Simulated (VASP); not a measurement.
# NbH2 (Fm-3m) in VASP: further runs

Runs on NbH2. Level: PBEsol. Tasks: single point.

Everything below comes from runs of VASP 6.6.1. Logs are shortened: lines on timing, memory, paths and dates and some standing lists are left out, and cuts for length are marked.

**1. The cell of the first run**

It takes space group Fm-3m (No. 225, cubic). The conventional cell has a = 4.506 Å, b = 4.506 Å, c = 4.506 Å, α = 90.00°, β = 90.00°, γ = 90.00°. Nb (site symmetry m-3m) has 8 H at 1.95 Å within 2.6 Å. Within 2.6 Å of H (site symmetry -43m) lie 4 Nb at 1.95 Å and 6 H at 2.25 Å.

**2. Single point, PBEsol**

File INCAR:

```
SYSTEM = NbH2
ALGO = Normal
EDIFF = 1E-6
ENCUT = 520
GGA = PS
ISIF = 2
ISMEAR = 0
LASPH = .TRUE.
LCHARG = .TRUE.
LELF = .TRUE.
LREAL = .FALSE.
LVHAR = .TRUE.
LWAVE = .FALSE.
NBANDS = 14
NELM = 100
PREC = Accurate
SIGMA = 0.05
```

File KPOINTS:

```
k-points
0
G
  12 12 12
  0 0 0
```

File POSCAR:

```
NbH2
1.0
    0.0000000000      2.2527726215      2.2527726215
    2.2527726215      0.0000000000      2.2527726215
    2.2527726215      2.2527726215      0.0000000000
Nb H
1 2
Direct
    0.0000000000      0.0000000000      0.0000000000
    0.2500000000      0.2500000000      0.2500000000
    0.7500000000      0.7500000000      0.7500000000
```

Potentials or basis: VASP PAW PBE potentials, release 64 (Nb_sv, H).

On the command line:

```bash
> cat potpaw_PBE.64/Nb_sv/POTCAR potpaw_PBE.64/H/POTCAR > POTCAR
> mpirun -np 1 vasp_std > vasp.out
```

OUTCAR:

```text
SYSTEM = NbH2
   EDIFF = 1E-6
   ENCUT = 520
   GGA = PS
   ISIF = 2
   ISMEAR = 0
   LASPH = .TRUE.
   LREAL = .FALSE.
   NELM = 100
   PREC = Accurate

 ion  position               nearest neighbor table
   1  0.000  0.000  0.000-   3 1.95   3 1.95   3 1.95   2 1.95   3 1.95   2 1.95   2 1.95   2 1.95

   2  0.250  0.250  0.250-   1 1.95   1 1.95   1 1.95   1 1.95
   3  0.750  0.750  0.750-   1 1.95   1 1.95   1 1.95   1 1.95

  LATTYP: Found a face centered cubic cell.
 ALAT       =     4.5055452430

  Lattice vectors:

 A1 = (   0.0000000000,   2.2527726215,   2.2527726215)
 A2 = (   2.2527726215,   0.0000000000,   2.2527726215)
 A3 = (   2.2527726215,   2.2527726215,   0.0000000000)

Analysis of symmetry for initial positions (statically):
=====================================================================
 Subroutine PRICEL returns:
 Original cell was already a primitive cell.

 Routine SETGRP: Setting up the symmetry group for a
 face centered cubic supercell.

 Subroutine GETGRP returns: Found 48 space group operations
 (whereof 48 operations were pure point group operations)
 out of a pool of 48 trial point group operations.

The static configuration has the point symmetry O_h .

Analysis of symmetry for dynamics (positions and initial velocities):
=====================================================================
 Subroutine PRICEL returns:
 Original cell was already a primitive cell.

 Routine SETGRP: Setting up the symmetry group for a
 face centered cubic supercell.

 Subroutine GETGRP returns: Found 48 space group operations
 (whereof 48 operations were pure point group operations)
 out of a pool of 48 trial point group operations.

The dynamic configuration has the point symmetry O_h .

 Subroutine INISYM returns: Found 48 space group operations
 (whereof 48 operations are pure point group operations),
 and found     1 'primitive' translations

----------------------------------------------------------------------------------------

                                     Primitive cell

  volume of cell :      22.8656

  direct lattice vectors                    reciprocal lattice vectors
     0.000000000  2.252772622  2.252772622    -0.221948720  0.221948720  0.221948720
     2.252772622  0.000000000  2.252772622     0.221948720 -0.221948720  0.221948720
     2.252772622  2.252772622  0.000000000     0.221948720  0.221948720 -0.221948720

  length of vectors
     3.185901594  3.185901594  3.185901594     0.384426460  0.384426460  0.384426460

  position of ions in fractional coordinates (direct lattice)
     0.000000000  0.000000000  0.000000000
     0.250000000  0.250000000  0.250000000
     0.750000000  0.750000000  0.750000000

  ion indices of the primitive-cell ions
   primitive index   ion index
                 1           1
                 2           2
                 3           3

----------------------------------------------------------------------------------------

 KPOINTS: k-points

Automatic generation of k-mesh.
 Grid dimensions read from file:
 generate k-points for:   12   12   12

 Generating k-lattice:

  Cartesian coordinates                     Fractional coordinates (reciprocal lattice)
    -0.018495727  0.018495727  0.018495727     0.083333333  0.000000000  0.000000000
     0.018495727 -0.018495727  0.018495727     0.000000000  0.083333333  0.000000000
     0.018495727  0.018495727 -0.018495727     0.000000000  0.000000000  0.083333333

  Length of vectors
     0.032035538  0.032035538  0.032035538

  Shift w.r.t. Gamma in fractional coordinates (k-lattice)
     0.000000000  0.000000000  0.000000000

 Subroutine IBZKPT returns following result:
 ===========================================

 Found     72 irreducible k-points:

 Following reciprocal coordinates:
            Coordinates               Weight
  0.000000  0.000000  0.000000      1.000000
  0.083333  0.000000  0.000000      8.000000
  0.166667  0.000000  0.000000      8.000000
  0.250000  0.000000  0.000000      8.000000
  0.333333  0.000000  0.000000      8.000000
  0.416667  0.000000  0.000000      8.000000
[... 16 lines left out ...]
  0.500000  0.166667  0.000000     24.000000
 -0.416667  0.166667  0.000000     24.000000
 [... further k-points ...]
   k-points           NKPTS =     72   k-points in BZ     NKDIM =     72   number of bands    NBANDS=     14
   number of dos      NEDOS =    301   number of ions     NIONS =      3
   total plane-waves  NPLWV =  13824
   dimension x,y,z NGX =    24 NGY =   24 NGZ =   24
   dimension x,y,z NGXF=    48 NGYF=   48 NGZF=   48
   ions per type =               1   2
   NGX,Y,Z   is equivalent  to a cutoff of  12.52, 12.52, 12.52 a.u.
   NGXF,Y,Z  is equivalent  to a cutoff of  25.05, 25.05, 25.05 a.u.
 SYSTEM =  NbH2
   PREC   = accura    normal or accurate (medium, high low for compatibility)
   ISTART =      0    job   : 0-new  1-cont  2-samecut
   ICHARG =      2    charge: 1-file 2-atom 10-const
   ISPIN  =      1    spin polarized calculation?
   LNONCOLLINEAR =      F non collinear calculations
   LSORBIT =      F    spin-orbit coupling
   LASPH  =      T    aspherical Exc in radial PAW
   ENCUT  =  520.0 eV  38.22 Ry    6.18 a.u.   5.92  5.92  5.92*2*pi/ulx,y,z
   NELM   =    100;   NELMIN=  2; NELMDL= -5     # of ELM steps
   EDIFF  = 0.1E-05   stopping-criterion for ELM
   LREAL  =      F    real-space projection
   EDIFFG = 0.1E-04   stopping-criterion for IOM
   NSW    =      0    number of steps for IOM
   IBRION =     -1    ionic relax: 0-MD 1-quasi-New 2-CG
   NFREE  =      0    steps in history (QN), initial steepest desc. (CG)
   ISIF   =      2    stress and relaxation
   ISYM   =      2    0-nonsym 1-usesym 2-fastsym
   POTIM  = 0.5000    time-step for ionic-motion
   TEBEG  =    0.0;   TEEND  =   0.0 temperature during run
   PSTRESS=    0.0 pullay stress
   NELECT =      15.0000    total number of electrons
   NUPDOWN=      -1.0000    fix difference up-down
   EMIN   =  10.00;   EMAX   =-10.00  energy-range for DOS
   EFERMI =   0.00;   METHOD = LEGACY
   ISMEAR =     0;   SIGMA  =   0.05  broadening in eV -4-tet -1-fermi 0-gaus
   EFERMI_NEDOS =   21; number of points for ismear=-14 and -15
   IALGO  =     38    algorithm
   IMIX   =      4    mixing-type and parameters
     AMIX     =   0.40;   BMIX     =  1.00
     AMIX_MAG =   1.60;   BMIX_MAG =  1.00
  volume/ion in A,a.u.               =       7.62        51.43
  Fermi-wavevector in a.u.,A,eV,Ry     =   1.422475  2.688087 27.530496  2.023434
  Thomas-Fermi vector in A             =   2.543175
   LORBIT       =      0    0 simple, 1 ext, 2 COOP (PROOUT), +10 PAW based schemes
   GGA     = PS    functional components
   LHFCALC =     F    Hartree Fock is set to
   AEXX    =    0.0000 exact exchange contribution
   IVDW    =     0    specifies the selected vdW correction
   LEPSILON=     F    determine dielectric tensor
   LRPA    =     F    only Hartree local field effects (RPA)
 non-spin polarized calculation
 Gauss-broadening in eV      SIGMA  =   0.05
  energy-cutoff  :      520.00
  volume of cell :       22.87
 maximum number of plane-waves:       636
   NGX = 11   NGY = 11   NGZ = 11

 number of electron      14.9999997 magnetization

 Free energy of the ion-electron system (eV)
  ---------------------------------------------------
  ext. energy  EPLUGINS =         0.00000000
  ---------------------------------------------------
  free energy    TOTEN  =       -18.49870898 eV

  energy without entropy =      -18.49733350  energy(sigma->0) =      -18.49802124

 E-fermi :  10.3370     XC(G=0): -12.3507

 val. band max:       10.3167649099   @ k =   0.2500   0.1667   0.0000
 cond. band min:      10.3432416953   @ k =   0.1667   0.1667   0.0000
 fundamental gap:      0.0264767855
 Fermi energy:        10.3369624404

 k-point     1 :       0.0000    0.0000    0.0000
  band No.  band energies     occupation
      1     -44.9475      2.00000
      2     -20.7114      2.00000
      3     -20.7114      2.00000
      4     -20.7114      2.00000
      5      -0.5679      2.00000
      6       8.8950      2.00000
      7       8.8950      2.00000
      8       8.8950      2.00000
      9       9.1987      2.00000
     10      11.6596      0.00000
     11      11.6596      0.00000
     12      22.8504      0.00000
     13      23.8034      0.00000
     14      23.8034      0.00000

 k-point     2 :       0.0833    0.0000    0.0000
  band No.  band energies     occupation
      1     -44.9408      2.00000
      2     -20.7673      2.00000
      3     -20.7181      2.00000
      4     -20.7181      2.00000
      5      -0.3692      2.00000
      6       7.3837      2.00000
      7       8.9953      2.00000
      8       8.9953      2.00000
      9      10.9545      0.00000
     10      11.5740      0.00000
     11      11.5740      0.00000
     12      21.2951      0.00000
     13      24.1993      0.00000
     14      24.1993      0.00000

 k-point     3 :       0.1667    0.0000    0.0000
  band No.  band energies     occupation
      1     -44.9223      2.00000
      2     -20.9173      2.00000
      3     -20.7363      2.00000
      4     -20.7363      2.00000
      5       0.1768      2.00000
      6       6.0663      2.00000
      7       9.2215      2.00000
      8       9.2215      2.00000
      9      11.4461      0.00000
     10      11.4461      0.00000
     11      12.9466      0.00000
     12      19.7629      0.00000
     13      25.2983      0.00000
     14      25.2983      0.00000
[... 324 lines left out ...]
 k-point    23 :       0.5000    0.1667    0.0000
  band No.  band energies     occupation
      1     -44.8375      2.00000
      2     -21.4196      2.00000
      3     -20.9325      2.00000
      4     -20.8509      2.00000
      5       2.3330      2.00000
      6       4.6983      2.00000
      7       8.1781      2.00000
      8       9.7517      2.00000
      9      13.1638      0.00000
     10      13.2015      0.00000
     11      16.5383      0.00000
     12      17.5929      0.00000
     13      20.4124      0.00000
     14      22.2218      0.00000

 k-point    24 :      -0.4167    0.1667    0.0000
  band No.  band energies     occupation
      1     -44.8358      2.00000
      2     -21.4249      2.00000
      3     -20.9583      2.00000
      4     -20.8363      2.00000
      5       2.3343      2.00000
      6       4.7909      2.00000
      7       8.2247      2.00000
      8       9.6991      2.00000
      9      12.6474      0.00000
     10      13.8362      0.00000
     11      16.3414      0.00000
     12      17.6348      0.00000
     13      19.9219      0.00000
     14      23.0596      0.00000

 [... further k-points ...]
[... 5 lines left out ...]
  --------------------------------------------------------------------------------------
  -------------------------------------------------------------------------------------
  Total        0.1587414      0.1587414      0.1587414      0.0000000      0.0000000      0.0000000
  in kB       11.1229198     11.1229198     11.1229198      0.0000000      0.0000000      0.0000000
  external PRESSURE =      11.1229198 kB  Pullay stress =       0.0000000 kB

 VOLUME and BASIS-vectors are now :
 -----------------------------------------------------------------------------
  energy-cutoff  :      520.00
  volume of cell :       22.87
      direct lattice vectors                 reciprocal lattice vectors
     0.000000000  2.252772622  2.252772622    -0.221948720  0.221948720  0.221948720
     2.252772622  0.000000000  2.252772622     0.221948720 -0.221948720  0.221948720
     2.252772622  2.252772622  0.000000000     0.221948720  0.221948720 -0.221948720

 POSITION                                       TOTAL-FORCE (eV/Angst)
 -----------------------------------------------------------------------------------
      0.00000      0.00000      0.00000        -0.000000      0.000000     -0.000000
      1.12639      1.12639      1.12639        -0.000000     -0.000000      0.000000
      3.37916      3.37916      3.37916         0.000000      0.000000     -0.000000
 -----------------------------------------------------------------------------------
    total drift:                               -0.000000      0.000000      0.000000

  FREE ENERGIE OF THE ION-ELECTRON SYSTEM (eV)
  ---------------------------------------------------
  free  energy   TOTEN  =       -18.4987089771 eV

  energy  without entropy=      -18.4973335047  energy(sigma->0) =      -18.49802124
```

It took 17 s on 1 thread of Intel Xeon Platinum 8488C (Sapphire Rapids), shared host; peak memory 0.15 GiB.

What came out:

- Free energy: -18.4987 eV
- Pressure: 1.1 GPa

Caveat: the PAW data sets were made with another functional, which shifts forces and pressure a little.

**3. Single point, PBEsol**

This run uses another cell than the first one, of 7.68 Å³/atom, 1.008 times its volume.

File INCAR:

```
PREC     = Accurate       # precision mode
ENCUT    = 520            # plane-wave cutoff, eV
EDIFF    = 1E-6           # SCF threshold, eV
ISMEAR   = 0              # smearing method
SIGMA    = 0.05           # smearing width, eV
LREAL    = False          # projectors in reciprocal space
LASPH    = True           # aspherical terms in the spheres
NELM     = 60             # most SCF steps
ALGO     = Normal         # electronic algorithm
ISIF     = 2              # what is computed and relaxed
LWAVE    = False          # write WAVECAR
LCHARG   = True           # write CHGCAR
GGA      = PS             # functional
LELF     = True           # ELF
LVHAR    = True         
NBANDS   = 14             # bands
```

File KPOINTS:

```
regular mesh
0
Gamma
  12 12 12
```

File POSCAR:

```
NbH2
1.0
    0.0000000000      2.2589579925      2.2589579925
    2.2589579925      0.0000000000      2.2589579925
    2.2589579925      2.2589579925      0.0000000000
Nb H
1 2
Direct
    0.0000000000      0.0000000000      0.0000000000
    0.2500000000      0.2500000000      0.2500000000
    0.7500000000      0.7500000000      0.7500000000
```

Potentials or basis: VASP PAW PBE potentials, release 64 (Nb_sv, H).

On the command line:

```bash
> cat potpaw_PBE.64/Nb_sv/POTCAR potpaw_PBE.64/H/POTCAR > POTCAR
> mpirun -np 1 vasp_std > vasp.out
```

Run time: 14 s. Hardware: 1 thread of Intel Xeon Platinum 8488C (Sapphire Rapids), shared host; peak memory 0.15 GiB.

The run converged. Its results:

```yaml
Free_energy: -18.4994 eV
Pressure: -0.5 GPa
```

Levels at points of the mesh, in eV from the Fermi level:
```tsv
k point	band 5	band 6	band 7	band 8	band 9	band 10
(0.00, 0.00, 0.00)	-10.86	-1.43	-1.43	-1.43	-1.13	1.31
(0.50, 0.00, 0.00)	-8.56	-4.93	-1.28	-1.28	2.74	2.74
(0.50, 0.50, 0.00)	-7.70	-4.99	-4.52	2.93	2.99	2.99
```

Caveat: the PAW data sets were made with another functional, which shifts forces and pressure a little.

[end of part 1 of 2]
